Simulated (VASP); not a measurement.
# Al32ClO48 (a cell with a defect) in VASP: a series of runs

The runs below take Al32ClO48 (a cell with a defect) through single point, with PBE.

Everything below comes from runs of VASP 6.6.1. Logs are shortened: lines on timing, memory, paths and dates and some standing lists are left out, and cuts for length are marked.

## Step 1: The cell of the first run

The cell holds a defect, 81 atoms: a = 10.361 Å, b = 10.361 Å, c = 10.361 Å, α = 55.29°, β = 55.29°, γ = 55.29°.

## Step 2: Single point, PBE

Input file INCAR:

```
  PREC = Accurate
  ENCUT = 520
  EDIFF = 1E-6
  ISMEAR = -1
  SIGMA = 0.01
  LREAL = Auto
  LASPH = T
  NELM = 80
  ALGO = Normal
  ISIF = 2
  LWAVE = F
  LCHARG = T
  GGA = PE
  LELF = T
  LVHAR = T
  NELECT = 392.0
  NBANDS = 242
```

Input file KPOINTS:

```
Automatic mesh
0
Gamma
  1 1 1
```

Input file POSCAR:

```
Al32ClO48
1.0
    4.8078835200      2.7758328500      8.7484141900
   -4.8078835200      2.7758328500      8.7484141900
    0.0000000000     -5.5516656900      8.7484141900
Al O Cl
32 48 1
Direct
    0.3226354764      0.3293143539      0.3288836336
    0.4262602970      0.4283268263      0.4272565823
    0.0656066880      0.0722959858      0.0750248565
    0.1672646132      0.1598276403      0.1800841369
    0.3314138360      0.3117237565      0.8204524340
    0.4257122368      0.4460822919      0.9236131364
    0.0726535039      0.0720552110      0.5774242083
    0.1727489797      0.1805203728      0.6762482093
    0.3187541551      0.8180063287      0.3364615937
    0.4291453448      0.9239714043      0.4338836697
    0.0707396862      0.5806286403      0.0783545264
    0.1778968004      0.6877905015      0.1751864581
    0.3266058574      0.8332192052      0.8261573188
    0.4227111468      0.9525873743      0.9374121833
    0.0723165238      0.5750324220      0.5771030041
    0.1774894489      0.6696066782      0.6848379553
    0.8227707327      0.3294892049      0.3201361212
    0.9235138609      0.4263727362      0.4268434522
    0.5771898604      0.0594800828      0.0562707807
    0.6702352508      0.1737454028      0.1797190925
    0.8207761896      0.3251739197      0.8258390976
    0.9226545797      0.4267359170      0.9283039151
    0.5700280849      0.0726467370      0.5636173545
    0.6781051794      0.1748859171      0.6656718256
    0.8216036328      0.8244150805      0.3228875511
    0.9253919461      0.9243697547      0.4285552237
    0.5697786468      0.5818510117      0.0719411122
    0.6753457816      0.6760118420      0.1785879659
    0.8277484568      0.8240583598      0.8215188643
    0.9278246641      0.9284806981      0.9242883364
    0.5743119335      0.5709113745      0.5765054511
    0.6765343900      0.6783225256      0.6741639746
    0.2134024934      0.0153530941      0.3884616161
    0.4862166625      0.1060161536      0.3285599165
    0.0152702443      0.3826837548      0.2227938363
    0.4089972246      0.1190631556     -0.0104827990
    0.1213590713      0.2824767001      0.4737539968
    0.2759404996      0.5108710495      0.1161973274
    0.2209460202      0.0368550249      0.8742305300
    0.4820873948      0.1312196263      0.7396519271
    0.0243099978      0.3777260368      0.7244809548
    0.3649363637      0.2356417619      0.5306488562
    0.1212804159      0.2767849955      0.9743301211
    0.2779711112      0.4722380436      0.6291477390
    0.2194490347      0.5355485384      0.3769152179
    0.4711725498      0.6264304462      0.2802167580
    0.0191926301      0.8769298407      0.2229847682
    0.3763025475      0.7345720837      0.0241303105
    0.1210990657      0.7732949839      0.4806556060
    0.2518707800      0.9508246429      0.1522122755
    0.2252927770      0.5208836681      0.8847359243
    0.4718151776      0.6329327255      0.7745398153
    0.0323897019      0.8696944621      0.7257597182
    0.3747852050      0.7170050324      0.5354546926
    0.1214835751      0.7908170080      0.9691997807
    0.2732450024      0.9741345274      0.6300673454
    0.7321850245      0.0258649719      0.3727953662
    0.9641332928      0.1283351258      0.2793984928
    0.5264256701      0.3799282416      0.2199798587
    0.8696774641      0.2230309622      0.0294911846
    0.6291349526      0.2844074091      0.4615755474
    0.7745152552      0.4773368663      0.1227931499
    0.7343706865      0.0274937441      0.8617088758
    0.9698952944      0.1282818345      0.7784703331
    0.5262889117      0.3700100335      0.7293788276
    0.8753215405      0.2219442569      0.5282132525
    0.6226398858      0.2803733223      0.9714839563
    0.7759618190      0.4700333631      0.6279074775
    0.7170725166      0.5287799542      0.3786828140
    0.9671774321      0.6261660993      0.2806188377
    0.5263030852      0.8710428600      0.2306897052
    0.8734466723      0.7241119971      0.0300404229
    0.6290753920      0.7716138011      0.4724841502
    0.7717812242      0.9736884992      0.1230639110
    0.7189704039      0.5317741408      0.8753315798
    0.9719035244      0.6220914467      0.7842068598
    0.5303159319      0.8763378165      0.7116794133
    0.8756582461      0.7194432578      0.5300665346
    0.6239599545      0.7857504617      0.9723086623
    0.7854316925      0.9686199748      0.6229144768
    0.3309332965      0.2441490205      0.1581532589
```

Potentials or basis: VASP PAW PBE potentials, release 64 (Al, O, Cl).

Started as:

```sh
cat potpaw_PBE.64/Al/POTCAR potpaw_PBE.64/O/POTCAR potpaw_PBE.64/Cl/POTCAR > POTCAR
mpirun -np 1 vasp_gam > vasp.out
```

OUTCAR:

```text
PREC = Accurate
   ENCUT = 520
   EDIFF = 1E-6
   ISMEAR = -1
   LREAL = Auto
   LASPH = T
   NELM = 80
   ISIF = 2
   GGA = PE
   NELECT = 392.0

 ion  position               nearest neighbor table
   1  0.323  0.329  0.329-  37 1.90  42 1.94  34 1.94  59 1.97  45 1.99  38 2.02  81 2.33   2 2.63
                             8 2.79  20 2.80  12 2.87  18 3.28   6 3.29  10 3.31
   2  0.426  0.428  0.427-  61 1.86  46 1.86  44 1.89  42 1.94  45 2.00  59 2.01   1 2.63  23 2.83
                            15 2.83  27 2.84   9 3.19   5 3.20  17 3.24
   3  0.066  0.072  0.075-  47 1.85  60 1.85  39 1.85  50 1.95  58 2.02  43 2.02   4 2.58  26 2.82
                            22 2.83  14 2.84  12 3.11  20 3.22   8 3.24
   4  0.167  0.160  0.180-  58 1.88  43 1.95  50 1.95  33 1.95  35 2.06  36 2.11  81 2.17   3 2.58
                             9 2.77  17 2.79   5 2.90  14 3.17   7 3.30  19 3.32
   5  0.331  0.312  0.820-  44 1.86  36 1.87  40 1.90  43 1.92  65 1.98  51 2.11  24 2.78  16 2.86
                            14 2.89   4 2.90   6 2.91   2 3.20  22 3.31
   6  0.426  0.446  0.924-  52 1.78  67 1.88  38 1.91  51 1.96  65 2.06  81 2.25  31 2.76  11 2.83
                             5 2.91  19 3.07  13 3.17  21 3.20   1 3.29
   7  0.073  0.072  0.577-  33 1.84  66 1.88  53 1.88  56 1.98  64 1.99  37 2.03   8 2.69  30 2.77
                            18 2.84  10 2.85  24 3.25  16 3.28   4 3.30
   8  0.173  0.181  0.676-  42 1.86  41 1.87  39 1.88  37 1.98  64 1.98  56 1.99   7 2.69   1 2.79
                            13 2.80  21 2.82  23 3.21  15 3.23   3 3.24
   9  0.319  0.818  0.336-  50 1.86  49 1.86  46 1.86  33 1.93  54 1.97  71 2.03  10 2.75   4 2.77
                            16 2.79  28 2.86   2 3.19  14 3.21  26 3.22
  10  0.429  0.924  0.434-  34 1.81  73 1.86  56 1.88  71 2.00  54 2.04  33 2.10   9 2.75  31 2.82
                             7 2.85  81 2.98  19 3.00  25 3.19  13 3.23   1 3.31
  11  0.071  0.581  0.078-  72 1.87  51 1.90  35 1.91  70 1.94  38 2.02  55 2.03  12 2.72  30 2.79
                            18 2.80   6 2.83  81 2.94  16 3.23  28 3.25
  12  0.178  0.688  0.175-  38 1.79  47 1.82  48 1.88  45 1.88  55 2.04  70 2.11  11 2.72  13 2.80
                            25 2.84   1 2.87   3 3.11  27 3.19  15 3.26
  13  0.327  0.833  0.826-  56 1.88  55 1.91  52 1.91  77 1.92  48 1.93  39 1.96  12 2.80   8 2.80
                            32 2.82  14 2.86   6 3.17  10 3.23  30 3.29
  14  0.423  0.953  0.937-  79 1.87  40 1.88  50 1.90  36 2.00  39 2.10  48 2.14  77 2.34   3 2.84
                            13 2.86   5 2.89  27 2.95  23 2.97   4 3.17   9 3.21  29 3.25  19 3.33
  15  0.072  0.575  0.577-  45 1.86  78 1.86  41 1.87  49 1.93  76 2.00  44 2.01  16 2.69  26 2.80
                            22 2.82   2 2.83   8 3.23  32 3.24  12 3.26
  16  0.177  0.670  0.685-  53 1.86  54 1.87  51 1.89  44 1.96  76 1.99  49 2.02  15 2.69   9 2.79
                            29 2.80   5 2.86  11 3.23  31 3.24   7 3.28
  17  0.823  0.329  0.320-  61 1.83  58 1.87  62 1.87  35 1.90  69 1.98  66 2.02  18 2.66  28 2.77
                            24 2.78   4 2.79  22 3.21   2 3.24  26 3.30
  18  0.924  0.426  0.427-  37 1.87  70 1.87  68 1.88  35 1.97  66 1.98  69 1.99  17 2.66  31 2.80
                            11 2.80   7 2.84  25 3.25  21 3.26   1 3.28
  19  0.577  0.059  0.056-  63 1.80  71 1.85  36 1.89  74 2.04  67 2.17  81 2.23  34 2.66  30 2.78
                            20 2.90  10 3.00   6 3.07  28 3.09  24 3.16  29 3.31   4 3.32  14 3.33
  20  0.670  0.174  0.180-  34 1.86  60 1.89  57 1.90  59 1.91  74 1.99  67 2.00  25 2.80   1 2.80
                            21 2.84  19 2.90  23 3.13   3 3.22  27 3.34
  21  0.821  0.325  0.826-  68 1.86  67 1.86  64 1.86  60 1.97  41 2.00  75 2.01  22 2.68   8 2.82
                            32 2.83  20 2.84   6 3.20  30 3.24  18 3.26
  22  0.923  0.427  0.928-  76 1.86  62 1.86  43 1.87  41 1.98  75 1.99  60 2.00  21 2.68  15 2.82
                            27 2.83   3 2.83  17 3.21  29 3.25   5 3.31
  23  0.570  0.073  0.564-  40 1.81  77 1.83  57 1.83  42 1.89  61 2.11  80 2.14  24 2.73   2 2.83
                            26 2.83  14 2.97  20 3.13  32 3.19   8 3.21
  24  0.678  0.175  0.666-  66 1.86  63 1.90  65 1.93  40 1.95  80 1.95  61 1.96  23 2.73   5 2.78
                            17 2.78  29 2.82  19 3.16   7 3.25  31 3.26  14 3.36
  25  0.822  0.824  0.323-  70 1.85  73 1.85  74 1.90  47 1.94  57 1.99  78 2.03  26 2.71  20 2.80
                            32 2.81  12 2.84  10 3.19  30 3.25  18 3.25
  26  0.925  0.924  0.429-  80 1.83  49 1.88  58 1.89  57 1.92  78 1.99  47 2.00  25 2.71  15 2.80
                             3 2.82  23 2.83  29 3.22   9 3.22  17 3.30
  27  0.570  0.582  0.072-  48 1.84  75 1.87  59 1.89  62 1.99  46 2.00  79 2.01  28 2.68  22 2.83
[... 322 lines left out ...]
   PREC   = accura    normal or accurate (medium, high low for compatibility)
   ISTART =      0    job   : 0-new  1-cont  2-samecut
   ICHARG =      2    charge: 1-file 2-atom 10-const
   ISPIN  =      1    spin polarized calculation?
   LNONCOLLINEAR =      F non collinear calculations
   LSORBIT =      F    spin-orbit coupling
   LASPH  =      T    aspherical Exc in radial PAW
   ENCUT  =  520.0 eV  38.22 Ry    6.18 a.u.  19.27 19.27 19.27*2*pi/ulx,y,z
   NELM   =     80;   NELMIN=  2; NELMDL= -5     # of ELM steps
   EDIFF  = 0.1E-05   stopping-criterion for ELM
   LREAL  =      T    real-space projection
   EDIFFG = 0.1E-04   stopping-criterion for IOM
   NSW    =      0    number of steps for IOM
   IBRION =     -1    ionic relax: 0-MD 1-quasi-New 2-CG
   NFREE  =      0    steps in history (QN), initial steepest desc. (CG)
   ISIF   =      2    stress and relaxation
   ISYM   =      2    0-nonsym 1-usesym 2-fastsym
   POTIM  = 0.5000    time-step for ionic-motion
   TEBEG  =    0.0;   TEEND  =   0.0 temperature during run
   PSTRESS=    0.0 pullay stress
   NELECT =     392.0000    total number of electrons
   NUPDOWN=      -1.0000    fix difference up-down
   EMIN   =  10.00;   EMAX   =-10.00  energy-range for DOS
   EFERMI =   0.00;   METHOD = LEGACY
   ISMEAR =    -1;   SIGMA  =   0.01  broadening in eV -4-tet -1-fermi 0-gaus
   EFERMI_NEDOS =   21; number of points for ismear=-14 and -15
   IALGO  =     38    algorithm
   IMIX   =      4    mixing-type and parameters
     AMIX     =   0.40;   BMIX     =  1.00
     AMIX_MAG =   1.60;   BMIX_MAG =  1.00
  volume/ion in A,a.u.               =       8.65        58.36
  Fermi-wavevector in a.u.,A,eV,Ry     =   1.349049  2.549332 24.761677  1.819932
  Thomas-Fermi vector in A             =   2.476667
   LORBIT       =      0    0 simple, 1 ext, 2 COOP (PROOUT), +10 PAW based schemes
   GGA     = PE    functional components
   LHFCALC =     F    Hartree Fock is set to
   AEXX    =    0.0000 exact exchange contribution
   IVDW    =     0    specifies the selected vdW correction
   LEPSILON=     F    determine dielectric tensor
   LRPA    =     F    only Hartree local field effects (RPA)
 non-spin polarized calculation
  energy-cutoff  :      520.00
  volume of cell :      700.53
 maximum number of plane-waves:      9404
 NGX is ok and might be reduce to    80
   NGX = 39   NGY = 39   NGZ = 39

 number of electron     392.0000007 magnetization

 Free energy of the ion-electron system (eV)
  ---------------------------------------------------
  ext. energy  EPLUGINS =         0.00000000
  ---------------------------------------------------
  free energy    TOTEN  =      -581.78681817 eV

  energy without entropy =     -581.78681817  energy(sigma->0) =     -581.78681817

 E-fermi :   7.8956     XC(G=0): -11.6692

 val. band max:        7.6308126154   @ k =   0.0000   0.0000   0.0000
 cond. band min:      11.9573099751   @ k =   0.0000   0.0000   0.0000
 fundamental gap:      4.3264973598
 Fermi energy:         7.8955525393

 k-point     1 :       0.0000    0.0000    0.0000
  band No.  band energies     occupation
      1     -13.0490      2.00000
      2     -12.1422      2.00000
      3     -12.1312      2.00000
      4     -12.0047      2.00000
      5     -11.9985      2.00000
      6     -11.9551      2.00000
[... 200 lines left out ...]
    207      15.2098      0.00000
    208      15.2734      0.00000
 [bands above 208 left out]

------------------------ aborting loop because EDIFF is reached ----------------------------------------

  FORCE on cell =-STRESS in cart. coord.  units (eV):
  Direction    XX          YY          ZZ          XY          YZ          ZX
  --------------------------------------------------------------------------------------
  -------------------------------------------------------------------------------------
  Total       38.7746336     42.9201511     36.4909004      3.1233771     -1.7415851     -4.3795979
  in kB       88.6809732     98.1621338     83.4578759      7.1434361     -3.9831573    -10.0165228
  external PRESSURE =      90.1003277 kB  Pullay stress =       0.0000000 kB

 VOLUME and BASIS-vectors are now :
 -----------------------------------------------------------------------------
  energy-cutoff  :      520.00
  volume of cell :      700.53
      direct lattice vectors                 reciprocal lattice vectors
     4.807883520  2.775832850  8.748414190     0.103995864  0.060042040  0.038102144
    -4.807883520  2.775832850  8.748414190    -0.103995864  0.060042040  0.038102144
     0.000000000 -5.551665690  8.748414190     0.000000000 -0.120084080  0.038102144

 POSITION                                       TOTAL-FORCE (eV/Angst)
 -----------------------------------------------------------------------------------
     -0.03211     -0.01615      8.58074        -0.001515      0.006637     -0.008720
     -0.00994      0.00021     11.21410         0.006503     -0.004547      0.011049
     -0.03216     -0.03372      1.86278         0.002979     -0.002369     -0.002967
      0.03576     -0.09181      4.43699        -0.001774      0.013047      0.029560
      0.09467     -2.76964     12.80409        -0.007533      0.000852     -0.006970
     -0.09794     -2.70764     15.70697         0.010288     -0.019424     -0.004121
[... 73 lines left out ...]
     -0.88075      1.41074     20.79468         0.001001      0.002090     -0.003033
      0.41725      0.71832      6.41465        -0.000291      0.008707     -0.007358
 -----------------------------------------------------------------------------------
    total drift:                                0.008940      0.000310      0.020270

  FREE ENERGIE OF THE ION-ELECTRON SYSTEM (eV)
  ---------------------------------------------------
  free  energy   TOTEN  =      -581.7868181671 eV

  energy  without entropy=     -581.7868181671  energy(sigma->0) =     -581.78681817
```

Wall time 5.3 min (1 thread of Intel Xeon Platinum 8488C (Sapphire Rapids), shared host); peak memory 0.94 GiB.

What came out:

- Free energy: -581.7868 eV
- Largest force: 0.033 eV/Å

Forces on the atoms (eV/Å):
```
Al  -0.002  0.007 -0.009
Al   0.007 -0.005  0.011
Al   0.003 -0.002 -0.003
Al  -0.002  0.013  0.030
Al  -0.008  0.001 -0.007
Al   0.010 -0.019 -0.004
Al   0.001 -0.004 -0.009
Al   0.004  0.003  0.009
Al  -0.001  0.002 -0.009
Al   0.003 -0.003 -0.001
Al   0.005  0.003 -0.014
Al  -0.003 -0.003  0.016
Al   0.003 -0.001 -0.012
Al   0.006  0.005 -0.010
Al   0.001 -0.001 -0.006
Al  -0.005 -0.001  0.008
Al   0.004  0.000 -0.012
Al  -0.001 -0.004  0.010
Al  -0.019 -0.006  0.012
Al   0.000  0.003  0.011
Al   0.002  0.004 -0.008
Al   0.000  0.000  0.010
Al  -0.004  0.002 -0.004
Al   0.001 -0.006  0.009
Al   0.000 -0.003 -0.008
Al   0.000  0.005  0.012
Al   0.001 -0.002  0.001
Al   0.002  0.002  0.007
Al  -0.001  0.000 -0.012
Al  -0.005  0.002  0.001
Al  -0.002  0.004 -0.005
Al   0.003 -0.001  0.004
O   -0.001  0.006  0.008
O   -0.014  0.003 -0.017
O    0.013  0.013  0.000
O   -0.007 -0.019  0.014
O   -0.002  0.006 -0.004
O    0.025 -0.008 -0.020
O   -0.003 -0.004  0.000
O   -0.004 -0.008  0.010
O    0.001  0.000  0.003
O    0.005 -0.002 -0.001
O   -0.003  0.005 -0.004
O    0.000  0.004 -0.001
O   -0.003  0.001 -0.003
O   -0.002 -0.003  0.002
O   -0.007  0.002  0.000
O    0.001  0.000  0.003
O   -0.002  0.003 -0.002
O    0.003  0.001  0.000
O    0.006  0.002 -0.002
O   -0.004  0.004  0.007
O    0.002 -0.001  0.002
O    0.000 -0.002  0.002
O    0.001 -0.001  0.004
O    0.000  0.000  0.000
O   -0.002  0.006 -0.002
O   -0.003 -0.007 -0.004
O    0.002  0.009  0.001
O   -0.001 -0.003 -0.004
O   -0.003 -0.001 -0.004
O    0.003  0.001 -0.003
O   -0.002  0.005 -0.001
O   -0.004 -0.003  0.004
O   -0.001  0.001  0.005
O    0.002  0.003  0.003
O   -0.001 -0.007 -0.007
O    0.003 -0.001  0.002
O   -0.002  0.000  0.004
O   -0.001  0.000  0.003
O    0.002 -0.002  0.003
O   -0.001 -0.002  0.003
O    0.001  0.003 -0.001
O    0.000  0.001 -0.001
O   -0.001 -0.001 -0.006
O    0.000 -0.004 -0.002
O   -0.004  0.004  0.002
O    0.004 -0.004  0.000
O    0.001  0.000  0.000
O    0.001  0.002 -0.003
Cl   0.000  0.009 -0.007
```

Levels at points of the mesh, in eV from the Fermi level:
| k point | band 194 | band 195 | band 196 | band 197 | band 198 | band 199 |
| --- | --- | --- | --- | --- | --- | --- |
| (0.00, 0.00, 0.00) | -1.18 | -0.65 | -0.26 | 4.06 | 5.98 | 6.14 |

Caveat: the k points lie up to 0.79 Å⁻¹ apart; the cell carries a net charge on a neutralising background, which shifts energy and pressure; the cell is charged against a uniform background, so pressure and absolute levels hang on convention.

(Part 1 of 3 ends here.)
